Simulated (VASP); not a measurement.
# Pd (Im-3m) in VASP: single point with PBE

Aim: the single point of Pd with PBE.

Everything below comes from runs of VASP 6.6.1. Logs are shortened: lines on timing, memory, paths and dates and some standing lists are left out, and cuts for length are marked.

### 1 The cell of the first run

Symmetry: Im-3m, No. 229, cubic system. Conventional cell: a = 3.106 Å, b = 3.106 Å, c = 3.106 Å, α = 90.00°, β = 90.00°, γ = 90.00°. Within 3.5 Å of Pd (site symmetry m-3m) lie 14 Pd at 2.69 to 3.11 Å.

This isn't the form of Pd at room conditions, which is fcc.

### 2 Single point, PBE

The input, INCAR:

```
  PREC = Accurate
  ENCUT = 500
  EDIFF = 1E-6
  ISMEAR = 0
  SIGMA = 0.1
  LREAL = F
  LASPH = T
  NELM = 120
  ALGO = Normal
  ISIF = 2
  LWAVE = F
  LCHARG = F
  GGA = PE
  NBANDS = 11
  GGA_COMPAT = F
```

The input, KPOINTS:

```
Automatic mesh
0
Gamma
  27 27 27
```

The input, POSCAR:

```
Pd
1.0
   -1.5527795287      1.5527795287      1.5527795287
    1.5527795287     -1.5527795287      1.5527795287
    1.5527795287      1.5527795287     -1.5527795287
Pd
1
Direct
    0.0000000000      0.0000000000      0.0000000000
```

Potentials or basis: VASP PAW PBE potentials, release 64 (Pd).

On the command line:

```sh
$ cat potpaw_PBE.64/Pd/POTCAR > POTCAR
$ mpirun -np 1 vasp_std > vasp.out
```

OUTCAR:

```text
PREC = Accurate
   ENCUT = 500
   EDIFF = 1E-6
   ISMEAR = 0
   LREAL = F
   LASPH = T
   NELM = 120
   ISIF = 2
   GGA = PE

 ion  position               nearest neighbor table
   1  0.000  0.000  0.000-

  LATTYP: Found a body centered cubic cell.
 ALAT       =     3.1055590574

  Lattice vectors:

 A1 = (  -1.5527795287,   1.5527795287,   1.5527795287)
 A2 = (   1.5527795287,  -1.5527795287,   1.5527795287)
 A3 = (   1.5527795287,   1.5527795287,  -1.5527795287)

Analysis of symmetry for initial positions (statically):
=====================================================================
 Subroutine PRICEL returns:
 Original cell was already a primitive cell.

 Routine SETGRP: Setting up the symmetry group for a
 body centered cubic supercell.

 Subroutine GETGRP returns: Found 48 space group operations
 (whereof 48 operations were pure point group operations)
 out of a pool of 48 trial point group operations.

The static configuration has the point symmetry O_h .

Analysis of symmetry for dynamics (positions and initial velocities):
=====================================================================
 Subroutine PRICEL returns:
 Original cell was already a primitive cell.

 Routine SETGRP: Setting up the symmetry group for a
 body centered cubic supercell.

 Subroutine GETGRP returns: Found 48 space group operations
 (whereof 48 operations were pure point group operations)
 out of a pool of 48 trial point group operations.

The dynamic configuration has the point symmetry O_h .

 Subroutine INISYM returns: Found 48 space group operations
 (whereof 48 operations are pure point group operations),
 and found     1 'primitive' translations

----------------------------------------------------------------------------------------

                                     Primitive cell

  volume of cell :      14.9758

  direct lattice vectors                    reciprocal lattice vectors
    -1.552779529  1.552779529  1.552779529     0.000000000  0.322003215  0.322003215
     1.552779529 -1.552779529  1.552779529     0.322003215  0.000000000  0.322003215
     1.552779529  1.552779529 -1.552779529     0.322003215  0.322003215  0.000000000

  length of vectors
     2.689493037  2.689493037  2.689493037     0.455381313  0.455381313  0.455381313

  position of ions in fractional coordinates (direct lattice)
     0.000000000  0.000000000  0.000000000

  ion indices of the primitive-cell ions
   primitive index   ion index
                 1           1

----------------------------------------------------------------------------------------

 KPOINTS: Automatic mesh

Automatic generation of k-mesh.
 Grid dimensions read from file:
 generate k-points for:   27   27   27

 Generating k-lattice:

  Cartesian coordinates                     Fractional coordinates (reciprocal lattice)
     0.000000000  0.011926045  0.011926045     0.037037037  0.000000000  0.000000000
     0.011926045  0.000000000  0.011926045     0.000000000  0.037037037  0.000000000
     0.011926045  0.011926045  0.000000000     0.000000000  0.000000000  0.037037037

  Length of vectors
     0.016865975  0.016865975  0.016865975

  Shift w.r.t. Gamma in fractional coordinates (k-lattice)
     0.000000000  0.000000000  0.000000000

 Subroutine IBZKPT returns following result:
 ===========================================

 Found    560 irreducible k-points:

 Following reciprocal coordinates:
            Coordinates               Weight
  0.000000  0.000000  0.000000      1.000000
  0.037037  0.000000  0.000000     12.000000
  0.074074  0.000000  0.000000     12.000000
  0.111111  0.000000  0.000000     12.000000
  0.148148  0.000000  0.000000     12.000000
  0.185185  0.000000  0.000000     12.000000
[... 16 lines left out ...]
  0.333333  0.037037  0.000000     48.000000
  0.370370  0.037037 -0.000000     48.000000
 [... further k-points ...]
   k-points           NKPTS =    560   k-points in BZ     NKDIM =    560   number of bands    NBANDS=     11
   number of dos      NEDOS =    301   number of ions     NIONS =      1
   total plane-waves  NPLWV =   8000
   dimension x,y,z NGX =    20 NGY =   20 NGZ =   20
   dimension x,y,z NGXF=    40 NGYF=   40 NGZF=   40
   ions per type =               1
   NGX,Y,Z   is equivalent  to a cutoff of  12.36, 12.36, 12.36 a.u.
   NGXF,Y,Z  is equivalent  to a cutoff of  24.73, 24.73, 24.73 a.u.
 SYSTEM =  unknown system
   PREC   = accura    normal or accurate (medium, high low for compatibility)
   ISTART =      0    job   : 0-new  1-cont  2-samecut
   ICHARG =      2    charge: 1-file 2-atom 10-const
   ISPIN  =      1    spin polarized calculation?
   LNONCOLLINEAR =      F non collinear calculations
   LSORBIT =      F    spin-orbit coupling
   LASPH  =      T    aspherical Exc in radial PAW
   ENCUT  =  500.0 eV  36.75 Ry    6.06 a.u.   4.90  4.90  4.90*2*pi/ulx,y,z
   NELM   =    120;   NELMIN=  2; NELMDL= -5     # of ELM steps
   EDIFF  = 0.1E-05   stopping-criterion for ELM
   LREAL  =      F    real-space projection
   EDIFFG = 0.1E-04   stopping-criterion for IOM
   NSW    =      0    number of steps for IOM
   IBRION =     -1    ionic relax: 0-MD 1-quasi-New 2-CG
   NFREE  =      0    steps in history (QN), initial steepest desc. (CG)
   ISIF   =      2    stress and relaxation
   ISYM   =      2    0-nonsym 1-usesym 2-fastsym
   POTIM  = 0.5000    time-step for ionic-motion
   TEBEG  =    0.0;   TEEND  =   0.0 temperature during run
   PSTRESS=    0.0 pullay stress
   NELECT =      10.0000    total number of electrons
   NUPDOWN=      -1.0000    fix difference up-down
   EMIN   =  10.00;   EMAX   =-10.00  energy-range for DOS
   EFERMI =   0.00;   METHOD = LEGACY
   ISMEAR =     0;   SIGMA  =   0.10  broadening in eV -4-tet -1-fermi 0-gaus
   EFERMI_NEDOS =   21; number of points for ismear=-14 and -15
   IALGO  =     38    algorithm
   IMIX   =      4    mixing-type and parameters
     AMIX     =   0.40;   BMIX     =  1.00
     AMIX_MAG =   1.60;   BMIX_MAG =  1.00
  volume/ion in A,a.u.               =      14.98       101.06
  Fermi-wavevector in a.u.,A,eV,Ry     =   1.430908  2.704024 27.857896  2.047498
  Thomas-Fermi vector in A             =   2.550702
   LORBIT       =      0    0 simple, 1 ext, 2 COOP (PROOUT), +10 PAW based schemes
   GGA     = PE    functional components
   LHFCALC =     F    Hartree Fock is set to
   AEXX    =    0.0000 exact exchange contribution
   IVDW    =     0    specifies the selected vdW correction
   LEPSILON=     F    determine dielectric tensor
   LRPA    =     F    only Hartree local field effects (RPA)
 non-spin polarized calculation
 Gauss-broadening in eV      SIGMA  =   0.10
  energy-cutoff  :      500.00
  volume of cell :       14.98
 maximum number of plane-waves:       394
   NGX =  9   NGY =  9   NGZ =  9

 number of electron      10.0000003 magnetization

 Free energy of the ion-electron system (eV)
  ---------------------------------------------------
  ext. energy  EPLUGINS =         0.00000000
  ---------------------------------------------------
  free energy    TOTEN  =        -5.16926005 eV

  energy without entropy =       -5.16290082  energy(sigma->0) =       -5.16608044

 E-fermi :   9.5234     XC(G=0): -13.0845

 val. band max:        9.5164098040   @ k =  -0.4444  -0.4444   0.3333
 cond. band min:       9.5241673569   @ k =  -0.3704   0.4815   0.2593
 fundamental gap:      0.0077575529
 Fermi energy:         9.5233953761

 k-point     1 :       0.0000    0.0000    0.0000
  band No.  band energies     occupation
      1       2.5148      2.00000
      2       6.6369      2.00000
      3       6.6369      2.00000
      4       6.6369      2.00000
      5       8.5872      2.00000
      6       8.5872      2.00000
      7      28.8889      0.00000
      8      28.8889      0.00000
      9      28.8889      0.00000
     10      36.0013      0.00000
     11      37.3105      0.00000

 k-point     2 :       0.0370    0.0000    0.0000
  band No.  band energies     occupation
      1       2.5672      2.00000
      2       6.6191      2.00000
      3       6.6378      2.00000
      4       6.6739      2.00000
      5       8.5656      2.00000
      6       8.5885      2.00000
      7      28.8623      0.00000
      8      28.9000      0.00000
      9      28.9520      0.00000
     10      36.0042      0.00000
     11      36.5897      0.00000

 k-point     3 :       0.0741    0.0000    0.0000
  band No.  band energies     occupation
      1       2.7222      2.00000
      2       6.5671      2.00000
      3       6.6396      2.00000
      4       6.7840      2.00000
      5       8.5064      2.00000
      6       8.5925      2.00000
      7      28.7545      0.00000
      8      28.9143      0.00000
      9      29.1383      0.00000
     10      35.5844      0.00000
     11      35.9704      0.00000

 k-point     4 :       0.1111    0.0000    0.0000
  band No.  band energies     occupation
      1       2.9720      2.00000
      2       6.4846      2.00000
      3       6.6411      2.00000
      4       6.9642      2.00000
      5       8.4254      2.00000
      6       8.5998      2.00000
      7      28.4847      0.00000
      8      28.8731      0.00000
      9      29.4390      0.00000
     10      34.7726      0.00000
     11      35.3582      0.00000
[... 239 lines left out ...]
 k-point    22 :       0.2963    0.0370    0.0000
  band No.  band energies     occupation
      1       4.5605      2.00000
      2       5.7951      2.00000
      3       7.6044      2.00000
      4       8.3398      2.00000
      5       8.7463      2.00000
      6       8.9884      2.00000
      7      22.4496      0.00000
      8      26.1788      0.00000
      9      29.7978      0.00000
     10      32.2928      0.00000
     11      34.5548      0.00000

 k-point    23 :       0.3333    0.0370    0.0000
  band No.  band energies     occupation
      1       4.5463      2.00000
      2       5.6843      2.00000
      3       8.1353      2.00000
      4       8.4753      2.00000
      5       8.8244      2.00000
      6       9.4442      1.73703
      7      21.0324      0.00000
      8      25.6491      0.00000
      9      28.9113      0.00000
     10      32.7778      0.00000
     11      34.6747      0.00000

 k-point    24 :       0.3704    0.0370   -0.0000
  band No.  band energies     occupation
      1       4.4887      2.00000
      2       5.5930      2.00000
      3       8.3672      2.00000
      4       8.6791      2.00000
      5       9.1298      2.00000
      6       9.9436      0.00000
      7      19.7008      0.00000
      8      25.2145      0.00000
      9      28.1543      0.00000
     10      33.1919      0.00000
     11      34.8294      0.00000

 [... further k-points ...]

------------------------ aborting loop because EDIFF is reached ----------------------------------------

  FORCE on cell =-STRESS in cart. coord.  units (eV):
  Direction    XX          YY          ZZ          XY          YZ          ZX
  --------------------------------------------------------------------------------------
  -------------------------------------------------------------------------------------
  Total        0.4880656      0.4880656      0.4880656     -0.0000000     -0.0000000      0.0000000
  in kB       52.2154914     52.2154914     52.2154914     -0.0000000     -0.0000000      0.0000000
  external PRESSURE =      52.2154914 kB  Pullay stress =       0.0000000 kB

 VOLUME and BASIS-vectors are now :
 -----------------------------------------------------------------------------
  energy-cutoff  :      500.00
  volume of cell :       14.98
      direct lattice vectors                 reciprocal lattice vectors
    -1.552779529  1.552779529  1.552779529     0.000000000  0.322003215  0.322003215
     1.552779529 -1.552779529  1.552779529     0.322003215  0.000000000  0.322003215
     1.552779529  1.552779529 -1.552779529     0.322003215  0.322003215  0.000000000

 POSITION                                       TOTAL-FORCE (eV/Angst)
 -----------------------------------------------------------------------------------
      0.00000      0.00000      0.00000         0.000000     -0.000000      0.000000
 -----------------------------------------------------------------------------------
    total drift:                                0.000000     -0.000000      0.000000

  FREE ENERGIE OF THE ION-ELECTRON SYSTEM (eV)
  ---------------------------------------------------
  free  energy   TOTEN  =        -5.1692600545 eV

  energy  without entropy=       -5.1629008188  energy(sigma->0) =       -5.16608044
```

It took 53 s on 1 thread of Intel Xeon 8259CL, shared host; peak memory 0.2 GiB.

What came out:

- Free energy: -5.1693 eV
- Pressure: 5.2 GPa
- Band gap on the k mesh: zero (bands 5 and 6 overlap by 1.63 eV)

Levels at points of the mesh, in eV from the Fermi level:
| k point | band 1 | band 2 | band 3 | band 4 | band 5 | band 6 | band 7 | band 8 | band 9 | band 10 |
| --- | --- | --- | --- | --- | --- | --- | --- | --- | --- | --- |
| (0.00, 0.00, 0.00) | -7.01 | -2.89 | -2.89 | -2.89 | -0.94 | -0.94 | 19.37 | 19.37 | 19.37 | 26.48 |

Caveat: the cell stands under pressure.
